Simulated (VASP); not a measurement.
# CoSi (P-6m2) in VASP: single point with PBE

Aim: the single point of CoSi with PBE.

All numbers are computed with VASP 6.6.1; they aren't measurements. Logs are shortened: lines on timing, memory, paths and dates and some standing lists are left out, and cuts for length are marked.

**1. The cell of the first run**

It takes space group P-6m2 (No. 187, hexagonal). Conventional cell: a = 2.709 Å, b = 2.709 Å, c = 3.547 Å, α = 90.00°, β = 90.00°, γ = 120.00°. Within 3.1 Å of Co (site symmetry -6m2) lie 6 Si at 2.36 Å and 6 Co at 2.71 Å. Within 3.1 Å of Si (site symmetry -6m2) lie 6 Co at 2.36 Å and 6 Si at 2.71 Å.

The cell was built from a structure type or drawn by symmetry, and may not be a known phase.

**2. Single point, PBE, collinear spin, ferromagnetic start**

INCAR

```
PREC = Accurate
ENCUT = 520
EDIFF = 1E-6
ISMEAR = 0
SIGMA = 0.2
LREAL = False
LASPH = True
NELM = 150
ALGO = Normal
ISIF = 2
LWAVE = False
LCHARG = True
ISPIN = 2
MAGMOM = 3 0
LORBIT = 11
LMAXMIX = 4
GGA = PE
LELF = True
LVHAR = True
NBANDS = 18
```

KPOINTS

```
regular mesh
0
Gamma
  9 9 4
```

POSCAR

```
CoSi
1.0
    2.7087583759      0.0000000000      0.0000000000
   -1.3543791879      2.3458535662      0.0000000000
    0.0000000000      0.0000000000      3.5468964463
Co Si
1 1
Direct
    0.6666666667      0.3333333333      0.0000000000
    0.0000000000      0.0000000000      0.5000000000
```

Potentials or basis: VASP PAW PBE potentials, release 64 (Co, Si).

On the command line:

```sh
$ cat potpaw_PBE.64/Co/POTCAR potpaw_PBE.64/Si/POTCAR > POTCAR
$ mpirun -np 1 vasp_std > vasp.out
```

OUTCAR:

```text
PREC = Accurate
   ENCUT = 520
   EDIFF = 1E-6
   ISMEAR = 0
   LREAL = False
   LASPH = True
   NELM = 150
   ISIF = 2
   ISPIN = 2
   LORBIT = 11
   GGA = PE

 ion  position               nearest neighbor table
   1  0.667  0.333  0.000-   2 2.36   2 2.36   2 2.36   2 2.36   2 2.36   2 2.36
   2  0.000  0.000  0.500-   1 2.36   1 2.36   1 2.36   1 2.36   1 2.36   1 2.36

  LATTYP: Found a hexagonal cell.
 ALAT       =     2.7087583759
 C/A-ratio  =     1.3094178048

  Lattice vectors:

 A1 = (   2.7087583759,   0.0000000000,   0.0000000000)
 A2 = (  -1.3543791879,   2.3458535662,   0.0000000000)
 A3 = (   0.0000000000,   0.0000000000,   3.5468964463)

Analysis of symmetry for initial positions (statically):
=====================================================================
 Subroutine PRICEL returns:
 Original cell was already a primitive cell.

 Routine SETGRP: Setting up the symmetry group for a
 hexagonal supercell.

 Subroutine GETGRP returns: Found 12 space group operations
 (whereof 12 operations were pure point group operations)
 out of a pool of 24 trial point group operations.

The static configuration has the point symmetry D_3h.

Analysis of symmetry for dynamics (positions and initial velocities):
=====================================================================
 Subroutine PRICEL returns:
 Original cell was already a primitive cell.

 Routine SETGRP: Setting up the symmetry group for a
 hexagonal supercell.

 Subroutine GETGRP returns: Found 12 space group operations
 (whereof 12 operations were pure point group operations)
 out of a pool of 24 trial point group operations.

The dynamic configuration has the point symmetry D_3h.

Analysis of structural, dynamic, and magnetic symmetry:
=====================================================================
 Subroutine PRICEL returns:
 Original cell was already a primitive cell.

 Routine SETGRP: Setting up the symmetry group for a
 hexagonal supercell.

 Subroutine GETGRP returns: Found 12 space group operations
 (whereof 12 operations were pure point group operations)
 out of a pool of 24 trial point group operations.

The overall configuration has the point symmetry D_3h.

 Subroutine INISYM returns: Found 12 space group operations
 (whereof 12 operations are pure point group operations),
 and found     1 'primitive' translations

----------------------------------------------------------------------------------------

                                     Primitive cell

  volume of cell :      22.5382

  direct lattice vectors                    reciprocal lattice vectors
     2.708758376  0.000000000  0.000000000     0.369172832  0.213142034  0.000000000
    -1.354379188  2.345853566  0.000000000     0.000000000  0.426284068  0.000000000
     0.000000000  0.000000000  3.546896446     0.000000000  0.000000000  0.281936621

  length of vectors
     2.708758376  2.708758376  3.546896446     0.426284068  0.426284068  0.281936621

  position of ions in fractional coordinates (direct lattice)
     0.666666667  0.333333333  0.000000000
     0.000000000  0.000000000  0.500000000

  ion indices of the primitive-cell ions
   primitive index   ion index
                 1           1
                 2           2

----------------------------------------------------------------------------------------

 KPOINTS: regular mesh

Automatic generation of k-mesh.
 Grid dimensions read from file:
 generate k-points for:    9    9    4

 Generating k-lattice:

  Cartesian coordinates                     Fractional coordinates (reciprocal lattice)
     0.041019204  0.023682448  0.000000000     0.111111111  0.000000000  0.000000000
     0.000000000  0.047364896  0.000000000     0.000000000  0.111111111  0.000000000
     0.000000000  0.000000000  0.070484155     0.000000000  0.000000000  0.250000000

  Length of vectors
     0.047364896  0.047364896  0.070484155

  Shift w.r.t. Gamma in fractional coordinates (k-lattice)
     0.000000000  0.000000000  0.000000000

 Subroutine IBZKPT returns following result:
 ===========================================

 Found     36 irreducible k-points:

 Following reciprocal coordinates:
            Coordinates               Weight
  0.000000  0.000000  0.000000      1.000000
  0.111111  0.000000  0.000000      6.000000
  0.222222  0.000000  0.000000      6.000000
  0.333333  0.000000  0.000000      6.000000
  0.444444  0.000000  0.000000      6.000000
  0.111111  0.111111  0.000000      6.000000
[... 16 lines left out ...]
  0.333333  0.222222  0.250000     24.000000
  0.333333  0.333333  0.250000      4.000000
 [... further k-points ...]
   k-points           NKPTS =     36   k-points in BZ     NKDIM =     36   number of bands    NBANDS=     18
   number of dos      NEDOS =    301   number of ions     NIONS =      2
   total plane-waves  NPLWV =  11200
   dimension x,y,z NGX =    20 NGY =   20 NGZ =   28
   dimension x,y,z NGXF=    40 NGYF=   40 NGZF=   56
   ions per type =               1   1
   NGX,Y,Z   is equivalent  to a cutoff of  12.27, 12.27, 13.12 a.u.
   NGXF,Y,Z  is equivalent  to a cutoff of  24.55, 24.55, 26.25 a.u.
 SYSTEM =  unknown system
   PREC   = accura    normal or accurate (medium, high low for compatibility)
   ISTART =      0    job   : 0-new  1-cont  2-samecut
   ICHARG =      2    charge: 1-file 2-atom 10-const
   ISPIN  =      2    spin polarized calculation?
   LNONCOLLINEAR =      F non collinear calculations
   LSORBIT =      F    spin-orbit coupling
   LASPH  =      T    aspherical Exc in radial PAW
   ENCUT  =  520.0 eV  38.22 Ry    6.18 a.u.   5.04  5.04  6.59*2*pi/ulx,y,z
   NELM   =    150;   NELMIN=  2; NELMDL= -5     # of ELM steps
   EDIFF  = 0.1E-05   stopping-criterion for ELM
   LREAL  =      F    real-space projection
   EDIFFG = 0.1E-04   stopping-criterion for IOM
   NSW    =      0    number of steps for IOM
   IBRION =     -1    ionic relax: 0-MD 1-quasi-New 2-CG
   NFREE  =      0    steps in history (QN), initial steepest desc. (CG)
   ISIF   =      2    stress and relaxation
   ISYM   =      2    0-nonsym 1-usesym 2-fastsym
   POTIM  = 0.5000    time-step for ionic-motion
   TEBEG  =    0.0;   TEEND  =   0.0 temperature during run
   PSTRESS=    0.0 pullay stress
   NELECT =      13.0000    total number of electrons
   NUPDOWN=      -1.0000    fix difference up-down
   EMIN   =  10.00;   EMAX   =-10.00  energy-range for DOS
   EFERMI =   0.00;   METHOD = LEGACY
   ISMEAR =     0;   SIGMA  =   0.20  broadening in eV -4-tet -1-fermi 0-gaus
   EFERMI_NEDOS =   21; number of points for ismear=-14 and -15
   IALGO  =     38    algorithm
   IMIX   =      4    mixing-type and parameters
     AMIX     =   0.40;   BMIX     =  1.00
     AMIX_MAG =   1.60;   BMIX_MAG =  1.00
  volume/ion in A,a.u.               =      11.27        76.05
  Fermi-wavevector in a.u.,A,eV,Ry     =   1.362750  2.575223 25.267195  1.857086
  Thomas-Fermi vector in A             =   2.489212
   LORBIT       =     11    0 simple, 1 ext, 2 COOP (PROOUT), +10 PAW based schemes
   GGA     = PE    functional components
   LHFCALC =     F    Hartree Fock is set to
   AEXX    =    0.0000 exact exchange contribution
   IVDW    =     0    specifies the selected vdW correction
   LEPSILON=     F    determine dielectric tensor
   LRPA    =     F    only Hartree local field effects (RPA)
 spin polarized calculation
 Gauss-broadening in eV      SIGMA  =   0.20
  energy-cutoff  :      520.00
  volume of cell :       22.54
 maximum number of plane-waves:       618
   NGX = 11   NGY = 11   NGZ = 13

 number of electron      13.0000002 magnetization       0.3269078

 Free energy of the ion-electron system (eV)
  ---------------------------------------------------
  ext. energy  EPLUGINS =         0.00000000
  ---------------------------------------------------
  free energy    TOTEN  =       -13.19738896 eV

  energy without entropy =      -13.16164971  energy(sigma->0) =      -13.17951933

 E-fermi :  11.6903     XC(G=0): -12.6800

 val. band max:       11.6711504552   @ k =   0.3333   0.1111   0.2500
 cond. band min:      11.7035777328   @ k =   0.4444   0.1111   0.0000
 fundamental gap:      0.0324272776
 Fermi energy:        11.6902759108

 spin component 1

 k-point     1 :       0.0000    0.0000    0.0000
  band No.  band energies     occupation
      1      -1.9835      1.00000
      2       7.6275      1.00000
      3       9.0661      1.00000
      4       9.7626      1.00000
      5       9.7626      1.00000
      6      10.5184      1.00000
[... 10 lines left out ...]
     17      34.6666      0.00000
     18      39.3266      0.00000
[... 463 lines left out ...]
 k-point    24 :       0.3333    0.3333    0.2500
  band No.  band energies     occupation
      1       5.6427      1.00000
      2       6.4840      1.00000
      3       6.5966      1.00000
      4       8.0945      1.00000
      5       9.1989      1.00000
      6      11.5330      0.86698
[... 10 lines left out ...]
     17      34.7123      0.00000
     18      39.2150      0.00000

 [... further k-points ...]

 spin component 2

 k-point     1 :       0.0000    0.0000    0.0000
  band No.  band energies     occupation
      1      -1.9797      1.00000
      2       7.8343      1.00000
      3       9.0539      1.00000
      4      10.1492      1.00000
      5      10.1492      1.00000
      6      10.7577      1.00000
[... 10 lines left out ...]
     17      34.6461      0.00000
     18      39.4227      0.00000
[... 463 lines left out ...]
 k-point    24 :       0.3333    0.3333    0.2500
  band No.  band energies     occupation
      1       5.6898      1.00000
      2       6.5389      1.00000
      3       6.6676      1.00000
      4       8.2536      1.00000
      5       9.4304      1.00000
      6      11.8391      0.14627
[... 10 lines left out ...]
     17      34.7255      0.00000
     18      39.2101      0.00000

 [... further k-points ...]
[... 5 lines left out ...]
  --------------------------------------------------------------------------------------
  -------------------------------------------------------------------------------------
  Total        0.0744624      0.0744624      0.0119992      0.0000000     -0.0000000      0.0000000
  in kB        5.2933187      5.2933187      0.8529873      0.0000000     -0.0000000      0.0000000
  external PRESSURE =       3.8132082 kB  Pullay stress =       0.0000000 kB

 VOLUME and BASIS-vectors are now :
 -----------------------------------------------------------------------------
  energy-cutoff  :      520.00
  volume of cell :       22.54
      direct lattice vectors                 reciprocal lattice vectors
     2.708758376  0.000000000  0.000000000     0.369172832  0.213142034  0.000000000
    -1.354379188  2.345853566  0.000000000     0.000000000  0.426284068  0.000000000
     0.000000000  0.000000000  3.546896446     0.000000000  0.000000000  0.281936621

 POSITION                                       TOTAL-FORCE (eV/Angst)
 -----------------------------------------------------------------------------------
      1.35438      0.78195      0.00000         0.000000      0.000000      0.000000
      0.00000      0.00000      1.77345        -0.000000     -0.000000      0.000000
 -----------------------------------------------------------------------------------
    total drift:                                0.000000     -0.000000      0.000000

  FREE ENERGIE OF THE ION-ELECTRON SYSTEM (eV)
  ---------------------------------------------------
  free  energy   TOTEN  =       -13.1973889598 eV

  energy  without entropy=      -13.1616497072  energy(sigma->0) =      -13.17951933

 total charge

# of ion       s       p       d       tot
------------------------------------------
    1        0.428   0.572   7.524   8.523
    2        0.748   0.869   0.000   1.617
--------------------------------------------------
tot          1.176   1.441   7.524  10.140

 magnetization (x)

# of ion       s       p       d       tot
------------------------------------------
    1       -0.001   0.003   0.334   0.335
    2        0.000  -0.002   0.000  -0.002
--------------------------------------------------
tot         -0.001   0.001   0.334   0.333
```

Run time: 54 s. Hardware: 1 thread of Intel Xeon 8259CL, shared host; peak memory 0.15 GiB.

What came out:

```
Free energy                                           : -13.1974 eV
Pressure                                              : 0.4 GPa
Net moment                                            : 0.33 μB per cell
Site moments                                          : Co +0.34; Si -0.00 μB
Valence electrons inside the program's atomic spheres : Co 8.52; Si 1.62
```

Caveat: the k points lie up to 0.44 Å⁻¹ apart.
